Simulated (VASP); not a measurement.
# Te2Mo in VASP: a series of runs

Runs on Te2Mo. Level: PBE. Tasks: single point.

Program: VASP 6.6.1. These are calculated values, not measurements. Logs are shortened: lines on timing, memory, paths and dates and some standing lists are left out, and cuts for length are marked.

**1. The cell of the first run**

The structure is hexagonal, space group P6_3/mmc (No. 194). Conventional cell: a = 3.770 Å, b = 3.770 Å, c = 14.706 Å, α = 90.00°, β = 90.00°, γ = 120.00°. Te (site symmetry 3m) has 3 Mo at 2.78 Å and 7 Te at 3.47 to 3.77 Å within 3.8 Å. Within 3.8 Å of Mo (site symmetry -6m2) lie 6 Te at 2.78 Å and 6 Mo at 3.77 Å.

**2. Single point, PBE (biaxial strain in the a-b plane: +6.0 %, then relaxed in part)**

INCAR reads:

```
SYSTEM = Te2Mo
  PREC = Accurate
  ENCUT = 520
  EDIFF = 1E-6
  ISMEAR = 0
  SIGMA = 0.02
  LREAL = .False.
  LASPH = .True.
  NELM = 60
  ALGO = Normal
  ISIF = 2
  LWAVE = .False.
  LCHARG = .True.
  GGA = PE
  LELF = .True.
  LVHAR = .True.
  NBANDS = 35
```

KPOINTS reads:

```
regular mesh
0
Gamma
  12 12 2
  0 0 0
```

POSCAR reads:

```
Te2Mo
1.0
    3.7700631356      0.0000000000      0.0000000000
   -1.8850315678      3.2649704493      0.0000000000
    0.0000000000      0.0000000000     14.7061895340
Te Mo
4 2
Direct
    0.3333333333      0.6666666667      0.6319157325
    0.6666666667      0.3333333333      0.1319157325
    0.6666666667      0.3333333333      0.3680842675
    0.3333333333      0.6666666667      0.8680842675
    0.3333333333      0.6666666667      0.2500000000
    0.6666666667      0.3333333333      0.7500000000
```

Potentials or basis: VASP PAW PBE potentials, release 64 (Te, Mo_sv).

The run is started by

```
$ cat potpaw_PBE.64/Te/POTCAR potpaw_PBE.64/Mo_sv/POTCAR > POTCAR
$ mpirun -np 1 vasp_std > vasp.out
```

OUTCAR:

```text
SYSTEM = Te2Mo
   PREC = Accurate
   ENCUT = 520
   EDIFF = 1E-6
   ISMEAR = 0
   LREAL = .False.
   LASPH = .True.
   NELM = 60
   ISIF = 2
   GGA = PE

 ion  position               nearest neighbor table
   1  0.333  0.667  0.632-   6 2.78   6 2.78   6 2.78   4 3.47
   2  0.667  0.333  0.132-   5 2.78   5 2.78   5 2.78   3 3.47
   3  0.667  0.333  0.368-   5 2.78   5 2.78   5 2.78   2 3.47
   4  0.333  0.667  0.868-   6 2.78   6 2.78   6 2.78   1 3.47
   5  0.333  0.667  0.250-   2 2.78   3 2.78   2 2.78   3 2.78   2 2.78   3 2.78
   6  0.667  0.333  0.750-   1 2.78   4 2.78   1 2.78   4 2.78   1 2.78   4 2.78

  LATTYP: Found a hexagonal cell.
 ALAT       =     3.7700631356
 C/A-ratio  =     3.9007807045

  Lattice vectors:

 A1 = (   3.7700631356,   0.0000000000,   0.0000000000)
 A2 = (  -1.8850315678,   3.2649704493,   0.0000000000)
 A3 = (   0.0000000000,   0.0000000000,  14.7061895340)

Analysis of symmetry for initial positions (statically):
=====================================================================
 Subroutine PRICEL returns:
 Original cell was already a primitive cell.

 Routine SETGRP: Setting up the symmetry group for a
 hexagonal supercell.

 Subroutine GETGRP returns: Found 24 space group operations
 (whereof 12 operations were pure point group operations)
 out of a pool of 24 trial point group operations.

The static configuration has the point symmetry D_3d.
 The point group associated with its full space group is D_6h.

Analysis of symmetry for dynamics (positions and initial velocities):
=====================================================================
 Subroutine PRICEL returns:
 Original cell was already a primitive cell.

 Routine SETGRP: Setting up the symmetry group for a
 hexagonal supercell.

 Subroutine GETGRP returns: Found 24 space group operations
 (whereof 12 operations were pure point group operations)
 out of a pool of 24 trial point group operations.

The dynamic configuration has the point symmetry D_3d.
 The point group associated with its full space group is D_6h.

 Subroutine INISYM returns: Found 24 space group operations
 (whereof 12 operations are pure point group operations),
 and found     1 'primitive' translations

----------------------------------------------------------------------------------------

                                     Primitive cell

  volume of cell :     181.0206

  direct lattice vectors                    reciprocal lattice vectors
     3.770063136  0.000000000  0.000000000     0.265247547  0.153140743  0.000000000
    -1.885031568  3.264970449  0.000000000     0.000000000  0.306281486  0.000000000
     0.000000000  0.000000000 14.706189534     0.000000000  0.000000000  0.067998580

  length of vectors
     3.770063136  3.770063136 14.706189534     0.306281486  0.306281486  0.067998580

  position of ions in fractional coordinates (direct lattice)
     0.333333333  0.666666667  0.631915732
     0.666666667  0.333333333  0.131915732
     0.666666667  0.333333333  0.368084268
     0.333333333  0.666666667  0.868084268
     0.333333333  0.666666667  0.250000000
     0.666666667  0.333333333  0.750000000

  ion indices of the primitive-cell ions
   primitive index   ion index
                 1           1
                 2           2
                 3           3
                 4           4
                 5           5
                 6           6

----------------------------------------------------------------------------------------

 KPOINTS: regular mesh

Automatic generation of k-mesh.
 Grid dimensions read from file:
 generate k-points for:   12   12    2

 Generating k-lattice:

  Cartesian coordinates                     Fractional coordinates (reciprocal lattice)
     0.022103962  0.012761729  0.000000000     0.083333333  0.000000000  0.000000000
     0.000000000  0.025523457  0.000000000     0.000000000  0.083333333  0.000000000
     0.000000000  0.000000000  0.033999290     0.000000000  0.000000000  0.500000000

  Length of vectors
     0.025523457  0.025523457  0.033999290

  Shift w.r.t. Gamma in fractional coordinates (k-lattice)
     0.000000000  0.000000000  0.000000000

 Subroutine IBZKPT returns following result:
 ===========================================

 Found     38 irreducible k-points:

 Following reciprocal coordinates:
            Coordinates               Weight
  0.000000  0.000000  0.000000      1.000000
  0.083333  0.000000  0.000000      6.000000
  0.166667  0.000000  0.000000      6.000000
  0.250000  0.000000  0.000000      6.000000
  0.333333  0.000000  0.000000      6.000000
  0.416667  0.000000  0.000000      6.000000
[... 16 lines left out ...]
  0.250000  0.000000  0.500000      6.000000
  0.333333  0.000000  0.500000      6.000000
 [... further k-points ...]
   k-points           NKPTS =     38   k-points in BZ     NKDIM =     38   number of bands    NBANDS=     35
   number of dos      NEDOS =    301   number of ions     NIONS =      6
   total plane-waves  NPLWV =  87808
   dimension x,y,z NGX =    28 NGY =   28 NGZ =  112
   dimension x,y,z NGXF=    56 NGYF=   56 NGZF=  224
   ions per type =               4   2
   NGX,Y,Z   is equivalent  to a cutoff of  12.35, 12.35, 12.66 a.u.
   NGXF,Y,Z  is equivalent  to a cutoff of  24.69, 24.69, 25.32 a.u.
 SYSTEM =  Te2Mo
   PREC   = accura    normal or accurate (medium, high low for compatibility)
   ISTART =      0    job   : 0-new  1-cont  2-samecut
   ICHARG =      2    charge: 1-file 2-atom 10-const
   ISPIN  =      1    spin polarized calculation?
   LNONCOLLINEAR =      F non collinear calculations
   LSORBIT =      F    spin-orbit coupling
   LASPH  =      T    aspherical Exc in radial PAW
   ENCUT  =  520.0 eV  38.22 Ry    6.18 a.u.   7.01  7.01 27.34*2*pi/ulx,y,z
   NELM   =     60;   NELMIN=  2; NELMDL= -5     # of ELM steps
   EDIFF  = 0.1E-05   stopping-criterion for ELM
   LREAL  =      F    real-space projection
   EDIFFG = 0.1E-04   stopping-criterion for IOM
   NSW    =      0    number of steps for IOM
   IBRION =     -1    ionic relax: 0-MD 1-quasi-New 2-CG
   NFREE  =      0    steps in history (QN), initial steepest desc. (CG)
   ISIF   =      2    stress and relaxation
   ISYM   =      2    0-nonsym 1-usesym 2-fastsym
   POTIM  = 0.5000    time-step for ionic-motion
   TEBEG  =    0.0;   TEEND  =   0.0 temperature during run
   PSTRESS=    0.0 pullay stress
   NELECT =      52.0000    total number of electrons
   NUPDOWN=      -1.0000    fix difference up-down
   EMIN   =  10.00;   EMAX   =-10.00  energy-range for DOS
   EFERMI =   0.00;   METHOD = LEGACY
   ISMEAR =     0;   SIGMA  =   0.02  broadening in eV -4-tet -1-fermi 0-gaus
   EFERMI_NEDOS =   21; number of points for ismear=-14 and -15
   IALGO  =     38    algorithm
   IMIX   =      4    mixing-type and parameters
     AMIX     =   0.40;   BMIX     =  1.00
     AMIX_MAG =   1.60;   BMIX_MAG =  1.00
  volume/ion in A,a.u.               =      30.17       203.60
  Fermi-wavevector in a.u.,A,eV,Ry     =   1.080189  2.041262 15.875404  1.166809
  Thomas-Fermi vector in A             =   2.216174
   LORBIT       =      0    0 simple, 1 ext, 2 COOP (PROOUT), +10 PAW based schemes
   GGA     = PE    functional components
   LHFCALC =     F    Hartree Fock is set to
   AEXX    =    0.0000 exact exchange contribution
   IVDW    =     0    specifies the selected vdW correction
   LEPSILON=     F    determine dielectric tensor
   LRPA    =     F    only Hartree local field effects (RPA)
 non-spin polarized calculation
 Gauss-broadening in eV      SIGMA  =   0.02
  energy-cutoff  :      520.00
  volume of cell :      181.02
 maximum number of plane-waves:      4898
 NGX is ok and might be reduce to    28
   NGX = 13   NGY = 13   NGZ = 55

 number of electron      52.0000005 magnetization

 Free energy of the ion-electron system (eV)
  ---------------------------------------------------
  ext. energy  EPLUGINS =         0.00000000
  ---------------------------------------------------
  free energy    TOTEN  =       -35.62763848 eV

  energy without entropy =      -35.62763848  energy(sigma->0) =      -35.62763848

 E-fermi :   6.2088     XC(G=0):  -9.4119

 val. band max:        6.0795856390   @ k =   0.0000   0.0000   0.0000
 cond. band min:       6.3056020665   @ k =   0.3333   0.3333   0.0000
 fundamental gap:      0.2260164274
 Fermi energy:         6.2087542543

 k-point     1 :       0.0000    0.0000    0.0000
  band No.  band energies     occupation
      1     -55.0982      2.00000
      2     -55.0982      2.00000
      3     -29.1813      2.00000
      4     -29.1813      2.00000
      5     -29.1813      2.00000
      6     -29.1813      2.00000
[... 27 lines left out ...]
     34       8.5856      0.00000
     35      10.4023      0.00000

 k-point     2 :       0.0833    0.0000    0.0000
  band No.  band energies     occupation
      1     -55.0979      2.00000
      2     -55.0979      2.00000
      3     -29.1854      2.00000
      4     -29.1854      2.00000
      5     -29.1823      2.00000
      6     -29.1823      2.00000
[... 27 lines left out ...]
     34       8.4290      0.00000
     35      10.8656      0.00000

 k-point     3 :       0.1667    0.0000    0.0000
  band No.  band energies     occupation
      1     -55.0973      2.00000
      2     -55.0973      2.00000
      3     -29.1964      2.00000
      4     -29.1964      2.00000
      5     -29.1849      2.00000
      6     -29.1849      2.00000
[... 27 lines left out ...]
     34       8.6173      0.00000
     35      11.4931      0.00000

 k-point     4 :       0.2500    0.0000    0.0000
  band No.  band energies     occupation
      1     -55.0964      2.00000
      2     -55.0964      2.00000
      3     -29.2115      2.00000
      4     -29.2115      2.00000
      5     -29.1884      2.00000
      6     -29.1884      2.00000
[... 27 lines left out ...]
     34       8.8802      0.00000
     35      11.5466      0.00000

 k-point     5 :       0.3333    0.0000    0.0000
  band No.  band energies     occupation
      1     -55.0955      2.00000
      2     -55.0955      2.00000
      3     -29.2265      2.00000
      4     -29.2265      2.00000
      5     -29.1919      2.00000
      6     -29.1919      2.00000
[... 638 lines left out ...]
 k-point    22 :       0.1667    0.0000    0.5000
  band No.  band energies     occupation
      1     -55.0973      2.00000
      2     -55.0973      2.00000
      3     -29.1964      2.00000
      4     -29.1964      2.00000
      5     -29.1849      2.00000
      6     -29.1849      2.00000
[... 27 lines left out ...]
     34       8.5610      0.00000
     35      11.8108      0.00000

 k-point    23 :       0.2500    0.0000    0.5000
  band No.  band energies     occupation
      1     -55.0964      2.00000
      2     -55.0964      2.00000
      3     -29.2115      2.00000
      4     -29.2115      2.00000
      5     -29.1884      2.00000
      6     -29.1884      2.00000
[... 27 lines left out ...]
     34       8.7911      0.00000
     35      11.7512      0.00000

 k-point    24 :       0.3333    0.0000    0.5000
  band No.  band energies     occupation
      1     -55.0955      2.00000
      2     -55.0955      2.00000
      3     -29.2265      2.00000
      4     -29.2265      2.00000
      5     -29.1919      2.00000
      6     -29.1919      2.00000
[... 27 lines left out ...]
     34       8.9648      0.00000
     35      10.8515      0.00000

 [... further k-points ...]

------------------------ aborting loop because EDIFF is reached ----------------------------------------

  FORCE on cell =-STRESS in cart. coord.  units (eV):
  Direction    XX          YY          ZZ          XY          YZ          ZX
  --------------------------------------------------------------------------------------
  -------------------------------------------------------------------------------------
  Total       -7.4425613     -7.4425613      0.0833499     -0.0000000      0.0000000      0.0000000
  in kB      -65.8726243    -65.8726243      0.7377138     -0.0000000      0.0000000      0.0000000
  external PRESSURE =     -43.6691783 kB  Pullay stress =       0.0000000 kB

 VOLUME and BASIS-vectors are now :
 -----------------------------------------------------------------------------
  energy-cutoff  :      520.00
  volume of cell :      181.02
      direct lattice vectors                 reciprocal lattice vectors
     3.770063136  0.000000000  0.000000000     0.265247547  0.153140743  0.000000000
    -1.885031568  3.264970449  0.000000000     0.000000000  0.306281486  0.000000000
     0.000000000  0.000000000 14.706189534     0.000000000  0.000000000  0.067998580

 POSITION                                       TOTAL-FORCE (eV/Angst)
 -----------------------------------------------------------------------------------
     -0.00000      2.17665      9.29307         0.000000     -0.000000     -0.015017
      1.88503      1.08832      1.93998         0.000000     -0.000000     -0.015017
      1.88503      1.08832      5.41312         0.000000      0.000000      0.015017
     -0.00000      2.17665     12.76621         0.000000      0.000000      0.015017
     -0.00000      2.17665      3.67655        -0.000000      0.000000      0.000000
      1.88503      1.08832     11.02964        -0.000000     -0.000000      0.000000
 -----------------------------------------------------------------------------------
    total drift:                                0.000000     -0.000000      0.000000

  FREE ENERGIE OF THE ION-ELECTRON SYSTEM (eV)
  ---------------------------------------------------
  free  energy   TOTEN  =       -35.6276384844 eV

  energy  without entropy=      -35.6276384844  energy(sigma->0) =      -35.62763848
```

Wall time 1.8 min (1 thread of Intel Xeon 6975P-C (Granite Rapids), shared host); peak memory 0.39 GiB.

What came out:

- Free energy: -35.6276 eV
- Pressure: -4.4 GPa
- Largest force: 0.015 eV/Å
- Band gap on the k mesh: 0.23 eV (least direct gap 0.67 eV)

Forces in eV/Å, atoms in the order of the input:
```
Te   0.000  0.000 -0.015
Te   0.000  0.000 -0.015
Te   0.000  0.000  0.015
Te   0.000  0.000  0.015
Mo   0.000  0.000  0.000
Mo   0.000  0.000  0.000
```

Levels at points of the mesh, in eV from the valence-band top:
```csv
k point,band 24,band 25,band 26,band 27,band 28,band 29
"(0.00, 0.00, 0.00)",-0.56,-0.38,0.00,2.14,2.14,2.18
"(0.50, 0.00, 0.00)",-1.12,-0.96,-0.89,0.62,0.66,0.88
"(0.00, 0.00, 0.50)",-1.44,-0.07,-0.07,2.15,2.15,2.15
"(0.50, 0.00, 0.50)",-1.17,-0.91,-0.91,0.64,0.64,0.91
```

Caveat: the cell differs from its parent crystal (biaxial strain in the a-b plane: +6.0 %, then relaxed in part); the cell stands under tension; spin-orbit coupling is left out, which moves the levels of the heavy elements; this functional lacks dispersion, which binds the layers, so the pressure and a relaxed spacing across them are unreliable.

**3. Single point, PBE (biaxial strain in the a-b plane: +6.0 %)**

INCAR reads:

```
PREC = Accurate ; ENCUT = 520
EDIFF = 1E-6 ; ISMEAR = 0
SIGMA = 0.02 ; LREAL = F
LASPH = T ; NELM = 60
ALGO = Normal ; ISIF = 2
LWAVE = F ; LCHARG = F
GGA = PE ; NBANDS = 35
```

KPOINTS reads:

```
regular mesh
0
Gamma
  12 12 2
```

POSCAR reads:

```
Te2Mo
1.0
    3.7700631356      0.0000000000      0.0000000000
   -1.8850315678      3.2649704493      0.0000000000
    0.0000000000      0.0000000000     14.7796719095
Te Mo
4 2
Direct
    0.3333333333      0.6666666667      0.6323675541
    0.6666666667      0.3333333333      0.1323675541
    0.6666666667      0.3333333333      0.3676324459
    0.3333333333      0.6666666667      0.8676324459
    0.3333333333      0.6666666667      0.2500000000
    0.6666666667      0.3333333333      0.7500000000
```

Potentials or basis: VASP PAW PBE potentials, release 64 (Te, Mo_sv).

The run is started by

```
$ cat potpaw_PBE.64/Te/POTCAR potpaw_PBE.64/Mo_sv/POTCAR > POTCAR
$ mpirun -np 1 vasp_std > vasp.out
```

It took 1.7 min on 1 thread of Intel Xeon 6975P-C (Granite Rapids), shared host; peak memory 0.39 GiB.

It converged, with:

```
Free energy            : -35.6276 eV
Pressure               : -4.4 GPa
Largest force          : 0.010 eV/Å
Band gap on the k mesh : 0.24 eV (least direct gap 0.67 eV)
```

Forces on the atoms (eV/Å):
```
Te   0.000  0.000  0.010
Te   0.000  0.000  0.010
Te   0.000  0.000 -0.010
Te   0.000  0.000 -0.010
Mo   0.000  0.000  0.000
Mo   0.000  0.000  0.000
```

Stress tensor (GPa, compression positive):
```
-6.61  0.00  0.00
 0.00 -6.61  0.00
 0.00  0.00 -0.10
```

Levels at points of the mesh, in eV from the valence-band top:
```
           k point  band 24  band 25  band 26  band 27  band 28  band 29
(0.00, 0.00, 0.00)    -0.55    -0.40     0.00     2.15     2.15     2.19
(0.50, 0.00, 0.00)    -1.10    -0.94    -0.87     0.64     0.67     0.89
(0.00, 0.00, 0.50)    -1.44    -0.07    -0.07     2.17     2.17     2.17
(0.50, 0.00, 0.50)    -1.15    -0.90    -0.90     0.65     0.65     0.93
```

Caveat: the cell differs from its parent crystal (biaxial strain in the a-b plane: +6.0 %); the cell stands under tension; spin-orbit coupling is left out, which moves the levels of the heavy elements; this functional lacks dispersion, which binds the layers, so the pressure and a relaxed spacing across them are unreliable. A k mesh can miss the band edges.

(Part 1 of 2 ends here.)
